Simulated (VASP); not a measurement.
# LaAl3Ag (Cmcm) in VASP: notebook

LaAl3Ag is run at these levels: PBE; tasks: single point, relaxation of cell and atoms.

All numbers are computed with VASP 6.6.1; they aren't measurements. Logs are shortened: lines on timing, memory, paths and dates and some standing lists are left out, and cuts for length are marked.

## (1) The cell of the first run

The structure is orthorhombic, space group Cmcm (No. 63). The conventional cell has a = 6.435 Å, b = 10.705 Å, c = 6.147 Å, α = 90.00°, β = 90.00°, γ = 90.00°. La (site symmetry m2m) has 13 Al at 3.26 to 4.44 Å and 5 Ag at 3.41 to 3.72 Å and 4 La at 4.45 Å within 4.5 Å. Within 3.4 Å of Al (site symmetry m2m) lie 1 Ag at 2.55 Å and 4 Al at 2.68 Å and 4 La at 3.26 to 3.34 Å. Within 3.7 Å of Al (site symmetry 2) lie 2 Ag at 2.62 Å and 6 Al at 2.68 to 3.61 Å and 4 La at 3.46 to 3.51 Å. Within 3.9 Å of Ag (site symmetry m2m) lie 5 Al at 2.55 to 2.62 Å and 5 La at 3.41 to 3.72 Å and 2 Ag at 3.81 Å.

## (2) Single point, PBE

INCAR reads:

```
PREC = Accurate
ENCUT = 520
EDIFF = 1E-6
ISMEAR = 0
SIGMA = 0.1
LREAL = F
LASPH = T
NELM = 100
ALGO = Normal
ISIF = 2
LWAVE = F
LCHARG = T
GGA = PE
LELF = T
LVHAR = T
NBANDS = 42
```

KPOINTS reads:

```
regular mesh
0
Gamma
  4 4 4
```

POSCAR reads:

```
LaAl3Ag
1.0
    3.2172612416     -5.3526601237      0.0000000000
    3.2172612416      5.3526601237      0.0000000000
    0.0000000000      0.0000000000      6.1472503871
La Al Ag
2 6 2
Direct
    0.2422270737      0.7577729263      0.2500000000
    0.7577729263      0.2422270737      0.7500000000
    0.6568815006      0.3431184994      0.2500000000
    0.3431184994      0.6568815006      0.7500000000
    0.7193164132      0.7193164132      0.5000000000
    0.7193164132      0.7193164132      0.0000000000
    0.2806835868      0.2806835868      0.5000000000
    0.2806835868      0.2806835868      0.0000000000
    0.8949818087      0.1050181913      0.2500000000
    0.1050181913      0.8949818087      0.7500000000
```

Potentials or basis: VASP PAW PBE potentials, release 64 (La, Al, Ag).

Launch:

```
$ cat potpaw_PBE.64/La/POTCAR potpaw_PBE.64/Al/POTCAR potpaw_PBE.64/Ag/POTCAR > POTCAR
$ mpirun -np 1 vasp_std > vasp.out
```

OUTCAR:

```text
PREC = Accurate
   ENCUT = 520
   EDIFF = 1E-6
   ISMEAR = 0
   LREAL = F
   LASPH = T
   NELM = 100
   ISIF = 2
   GGA = PE

 ion  position               nearest neighbor table
   1  0.242  0.758  0.250-   4 3.26   4 3.26   3 3.34   3 3.34  10 3.41  10 3.41   5 3.46   6 3.46
                             7 3.46   8 3.46   8 3.51   7 3.51   5 3.51   6 3.51   9 3.61   9 3.61
   2  0.758  0.242  0.750-   3 3.26   3 3.26   4 3.34   4 3.34   9 3.41   9 3.41   5 3.46   6 3.46
                             7 3.46   8 3.46   8 3.51   7 3.51   5 3.51   6 3.51  10 3.61  10 3.61
   3  0.657  0.343  0.250-   9 2.55   6 2.68   7 2.68   8 2.68   5 2.68   2 3.26   2 3.26   1 3.34
                             1 3.34
   4  0.343  0.657  0.750-  10 2.55   6 2.68   7 2.68   8 2.68   5 2.68   1 3.26   1 3.26   2 3.34
                             2 3.34
   5  0.719  0.719  0.500-   9 2.62  10 2.62   3 2.68   4 2.68   7 2.82   6 3.07   6 3.07   2 3.46
                             1 3.46   2 3.51   1 3.51
   6  0.719  0.719  0.000-   9 2.62  10 2.62   3 2.68   4 2.68   8 2.82   5 3.07   5 3.07   2 3.46
                             1 3.46   2 3.51   1 3.51
   7  0.281  0.281  0.500-   9 2.62  10 2.62   3 2.68   4 2.68   5 2.82   8 3.07   8 3.07   2 3.46
                             1 3.46   1 3.51   2 3.51
   8  0.281  0.281  0.000-   9 2.62  10 2.62   3 2.68   4 2.68   6 2.82   7 3.07   7 3.07   2 3.46
                             1 3.46   1 3.51   2 3.51
   9  0.895  0.105  0.250-   3 2.55   5 2.62   6 2.62   7 2.62   8 2.62   2 3.41   2 3.41   1 3.61
                             1 3.61
  10  0.105  0.895  0.750-   4 2.55   5 2.62   6 2.62   7 2.62   8 2.62   1 3.41   1 3.41   2 3.61
                             2 3.61

  LATTYP: Found a base centered orthorhombic cell.
 ALAT       =     6.4345224832
 B/A-ratio  =     1.6637318893
 C/A-ratio  =     0.9553545587

  Lattice vectors:

 A1 = (   3.2172612416,  -5.3526601237,   0.0000000000)
 A2 = (   3.2172612416,   5.3526601237,   0.0000000000)
 A3 = (   0.0000000000,   0.0000000000,   6.1472503871)

Analysis of symmetry for initial positions (statically):
=====================================================================
 Subroutine PRICEL returns:
 Original cell was already a primitive cell.

 Routine SETGRP: Setting up the symmetry group for a
 base centered orthorhombic supercell.

 Subroutine GETGRP returns: Found  8 space group operations
 (whereof  4 operations were pure point group operations)
 out of a pool of  8 trial point group operations.

The static configuration has the point symmetry C_2h.
 The point group associated with its full space group is D_2h.

Analysis of symmetry for dynamics (positions and initial velocities):
=====================================================================
 Subroutine PRICEL returns:
 Original cell was already a primitive cell.

 Routine SETGRP: Setting up the symmetry group for a
 base centered orthorhombic supercell.

 Subroutine GETGRP returns: Found  8 space group operations
 (whereof  4 operations were pure point group operations)
 out of a pool of  8 trial point group operations.

The dynamic configuration has the point symmetry C_2h.
 The point group associated with its full space group is D_2h.

 Subroutine INISYM returns: Found  8 space group operations
 (whereof  4 operations are pure point group operations),
 and found     1 'primitive' translations

----------------------------------------------------------------------------------------

                                     Primitive cell

  volume of cell :     211.7224

  direct lattice vectors                    reciprocal lattice vectors
     3.217261242 -5.352660124  0.000000000     0.155411688 -0.093411498  0.000000000
     3.217261242  5.352660124  0.000000000     0.155411688  0.093411498  0.000000000
     0.000000000  0.000000000  6.147250387     0.000000000  0.000000000  0.162674356

  length of vectors
     6.245137332  6.245137332  6.147250387     0.181324297  0.181324297  0.162674356

  position of ions in fractional coordinates (direct lattice)
     0.242227074  0.757772926  0.250000000
     0.757772926  0.242227074  0.750000000
     0.656881501  0.343118499  0.250000000
     0.343118499  0.656881501  0.750000000
     0.719316413  0.719316413  0.500000000
     0.719316413  0.719316413  0.000000000
     0.280683587  0.280683587  0.500000000
     0.280683587  0.280683587  0.000000000
     0.894981809  0.105018191  0.250000000
     0.105018191  0.894981809  0.750000000

  ion indices of the primitive-cell ions
   primitive index   ion index
                 1           1
                 2           2
                 3           3
                 4           4
                 5           5
                 6           6
                 7           7
                 8           8
                 9           9
                10          10

----------------------------------------------------------------------------------------

 KPOINTS: regular mesh

Automatic generation of k-mesh.
 Grid dimensions read from file:
 generate k-points for:    4    4    4

 Generating k-lattice:

  Cartesian coordinates                     Fractional coordinates (reciprocal lattice)
     0.038852922 -0.023352874  0.000000000     0.250000000  0.000000000  0.000000000
     0.038852922  0.023352874  0.000000000     0.000000000  0.250000000  0.000000000
     0.000000000  0.000000000  0.040668589     0.000000000  0.000000000  0.250000000

  Length of vectors
     0.045331074  0.045331074  0.040668589

  Shift w.r.t. Gamma in fractional coordinates (k-lattice)
     0.000000000  0.000000000  0.000000000

 Subroutine IBZKPT returns following result:
 ===========================================

 Found     21 irreducible k-points:

 Following reciprocal coordinates:
            Coordinates               Weight
  0.000000  0.000000  0.000000      1.000000
  0.250000  0.000000  0.000000      4.000000
  0.500000  0.000000  0.000000      2.000000
  0.250000  0.250000  0.000000      2.000000
  0.500000  0.250000  0.000000      4.000000
 -0.250000  0.250000  0.000000      2.000000
[... 13 lines left out ...]
 -0.250000  0.250000  0.500000      2.000000
  0.500000  0.500000  0.500000      1.000000
   k-points           NKPTS =     21   k-points in BZ     NKDIM =     21   number of bands    NBANDS=     42
   number of dos      NEDOS =    301   number of ions     NIONS =     10
   total plane-waves  NPLWV = 110592
   dimension x,y,z NGX =    48 NGY =   48 NGZ =   48
   dimension x,y,z NGXF=    96 NGYF=   96 NGZF=   96
   ions per type =               2   6   2
   NGX,Y,Z   is equivalent  to a cutoff of  12.78, 12.78, 12.98 a.u.
   NGXF,Y,Z  is equivalent  to a cutoff of  25.56, 25.56, 25.96 a.u.
 SYSTEM =  unknown system
   PREC   = accura    normal or accurate (medium, high low for compatibility)
   ISTART =      0    job   : 0-new  1-cont  2-samecut
   ICHARG =      2    charge: 1-file 2-atom 10-const
   ISPIN  =      1    spin polarized calculation?
   LNONCOLLINEAR =      F non collinear calculations
   LSORBIT =      F    spin-orbit coupling
   LASPH  =      T    aspherical Exc in radial PAW
   ENCUT  =  520.0 eV  38.22 Ry    6.18 a.u.  11.61 11.61 11.43*2*pi/ulx,y,z
   NELM   =    100;   NELMIN=  2; NELMDL= -5     # of ELM steps
   EDIFF  = 0.1E-05   stopping-criterion for ELM
   LREAL  =      F    real-space projection
   EDIFFG = 0.1E-04   stopping-criterion for IOM
   NSW    =      0    number of steps for IOM
   IBRION =     -1    ionic relax: 0-MD 1-quasi-New 2-CG
   NFREE  =      0    steps in history (QN), initial steepest desc. (CG)
   ISIF   =      2    stress and relaxation
   ISYM   =      2    0-nonsym 1-usesym 2-fastsym
   POTIM  = 0.5000    time-step for ionic-motion
   TEBEG  =    0.0;   TEEND  =   0.0 temperature during run
   PSTRESS=    0.0 pullay stress
   NELECT =      62.0000    total number of electrons
   NUPDOWN=      -1.0000    fix difference up-down
   EMIN   =  10.00;   EMAX   =-10.00  energy-range for DOS
   EFERMI =   0.00;   METHOD = LEGACY
   ISMEAR =     0;   SIGMA  =   0.10  broadening in eV -4-tet -1-fermi 0-gaus
   EFERMI_NEDOS =   21; number of points for ismear=-14 and -15
   IALGO  =     38    algorithm
   IMIX   =      4    mixing-type and parameters
     AMIX     =   0.40;   BMIX     =  1.00
     AMIX_MAG =   1.60;   BMIX_MAG =  1.00
  volume/ion in A,a.u.               =      21.17       142.88
  Fermi-wavevector in a.u.,A,eV,Ry     =   1.087134  2.054385 16.080187  1.181860
  Thomas-Fermi vector in A             =   2.223287
   LORBIT       =      0    0 simple, 1 ext, 2 COOP (PROOUT), +10 PAW based schemes
   GGA     = PE    functional components
   LHFCALC =     F    Hartree Fock is set to
   AEXX    =    0.0000 exact exchange contribution
   IVDW    =     0    specifies the selected vdW correction
   LEPSILON=     F    determine dielectric tensor
   LRPA    =     F    only Hartree local field effects (RPA)
 non-spin polarized calculation
 Gauss-broadening in eV      SIGMA  =   0.10
  energy-cutoff  :      520.00
  volume of cell :      211.72
 maximum number of plane-waves:      5731
 NGX is ok and might be reduce to    48
   NGX = 23   NGY = 23   NGZ = 23

 number of electron      61.9999999 magnetization

 Free energy of the ion-electron system (eV)
  ---------------------------------------------------
  ext. energy  EPLUGINS =         0.00000000
  ---------------------------------------------------
  free energy    TOTEN  =       -42.11579629 eV

  energy without entropy =      -42.09656540  energy(sigma->0) =      -42.10618085

 E-fermi :   7.6479     XC(G=0): -10.2086

 val. band max:        7.6290023928   @ k =   0.2500   0.0000   0.0000
 cond. band min:       7.6680337041   @ k =   0.5000   0.5000   0.5000
 fundamental gap:      0.0390313113
 Fermi energy:         7.6479006351

 k-point     1 :       0.0000    0.0000    0.0000
  band No.  band energies     occupation
      1     -25.0053      2.00000
      2     -24.9883      2.00000
      3      -8.8212      2.00000
      4      -8.7950      2.00000
      5      -8.7862      2.00000
      6      -8.7471      2.00000
[... 34 lines left out ...]
     41       9.6729      0.00000
     42       9.7009      0.00000

 k-point     2 :       0.2500    0.0000    0.0000
  band No.  band energies     occupation
      1     -25.0027      2.00000
      2     -24.9907      2.00000
      3      -8.7974      2.00000
      4      -8.7883      2.00000
      5      -8.7729      2.00000
      6      -8.7567      2.00000
[... 34 lines left out ...]
     41       9.6595      0.00000
     42       9.6856      0.00000

 k-point     3 :       0.5000    0.0000    0.0000
  band No.  band energies     occupation
      1     -24.9967      2.00000
      2     -24.9966      2.00000
      3      -8.7797      2.00000
      4      -8.7750      2.00000
      5      -8.7404      2.00000
      6      -8.7394      2.00000
[... 34 lines left out ...]
     41       9.6313      0.00000
     42       9.6445      0.00000

 k-point     4 :       0.2500    0.2500    0.0000
  band No.  band energies     occupation
      1     -24.9968      2.00000
      2     -24.9965      2.00000
      3      -8.7874      2.00000
      4      -8.7656      2.00000
      5      -8.7420      2.00000
      6      -8.7378      2.00000
[... 709 lines left out ...]
     41       9.6029      0.00000
     42       9.6976      0.00000

 k-point    20 :      -0.2500    0.2500    0.5000
  band No.  band energies     occupation
      1     -24.9965      2.00000
      2     -24.9965      2.00000
      3      -8.7766      2.00000
      4      -8.7766      2.00000
      5      -8.7526      2.00000
      6      -8.7526      2.00000
[... 34 lines left out ...]
     41       9.6464      0.00000
     42       9.6514      0.00000

 k-point    21 :       0.5000    0.5000    0.5000
  band No.  band energies     occupation
      1     -24.9964      2.00000
      2     -24.9964      2.00000
      3      -8.7832      2.00000
      4      -8.7832      2.00000
      5      -8.7540      2.00000
      6      -8.7540      2.00000
[... 34 lines left out ...]
     41       9.6466      0.00000
     42       9.6821      0.00000

------------------------ aborting loop because EDIFF is reached ----------------------------------------

  FORCE on cell =-STRESS in cart. coord.  units (eV):
  Direction    XX          YY          ZZ          XY          YZ          ZX
  --------------------------------------------------------------------------------------
  -------------------------------------------------------------------------------------
  Total        0.0385152      0.3073555      0.1569213      0.0000000      0.0000000      0.0000000
  in kB        0.2914578      2.3258662      1.1874779      0.0000000      0.0000000      0.0000000
  external PRESSURE =       1.2682673 kB  Pullay stress =       0.0000000 kB

 VOLUME and BASIS-vectors are now :
 -----------------------------------------------------------------------------
  energy-cutoff  :      520.00
  volume of cell :      211.72
      direct lattice vectors                 reciprocal lattice vectors
     3.217261242 -5.352660124  0.000000000     0.155411688 -0.093411498  0.000000000
     3.217261242  5.352660124  0.000000000     0.155411688  0.093411498  0.000000000
     0.000000000  0.000000000  6.147250387     0.000000000  0.000000000  0.162674356

 POSITION                                       TOTAL-FORCE (eV/Angst)
 -----------------------------------------------------------------------------------
      3.21726      2.75954      1.53681        -0.000000     -0.006714     -0.000000
      3.21726     -2.75954      4.61044        -0.000000      0.006714      0.000000
      3.21726     -1.67947      1.53681        -0.000000      0.006914      0.000000
      3.21726      1.67947      4.61044        -0.000000     -0.006914     -0.000000
      4.62846      0.00000      3.07363        -0.013574      0.000000      0.000000
      4.62846      0.00000      0.00000        -0.013574      0.000000      0.000000
      1.80606      0.00000      3.07363         0.013574      0.000000      0.000000
      1.80606      0.00000      0.00000         0.013574      0.000000      0.000000
      3.21726     -4.22841      1.53681        -0.000000      0.018349     -0.000000
      3.21726      4.22841      4.61044        -0.000000     -0.018349      0.000000
 -----------------------------------------------------------------------------------
    total drift:                                0.000000      0.000000      0.000000

  FREE ENERGIE OF THE ION-ELECTRON SYSTEM (eV)
  ---------------------------------------------------
  free  energy   TOTEN  =       -42.1157962915 eV

  energy  without entropy=      -42.0965654001  energy(sigma->0) =      -42.10618085
```

Wall time 2.4 min (1 thread of AMD EPYC 9R45 (Zen 5), shared host); peak memory 0.4 GiB.

What came out:

* Free energy: -42.1158 eV
* Pressure: 0.1 GPa
* Largest force: 0.018 eV/Å
* Band gap on the k mesh: zero (bands 31 and 32 overlap by 1.00 eV)

Forces in eV/Å, atoms in the order of the input:
```
La   0.000 -0.007  0.000
La   0.000  0.007  0.000
Al   0.000  0.007  0.000
Al   0.000 -0.007  0.000
Al  -0.014  0.000  0.000
Al  -0.014  0.000  0.000
Al   0.014  0.000  0.000
Al   0.014  0.000  0.000
Ag   0.000  0.018  0.000
Ag   0.000 -0.018  0.000
```

Caveat: spin-orbit coupling is left out, which moves the levels of the heavy elements.

(Part 1 of 2 ends here.)
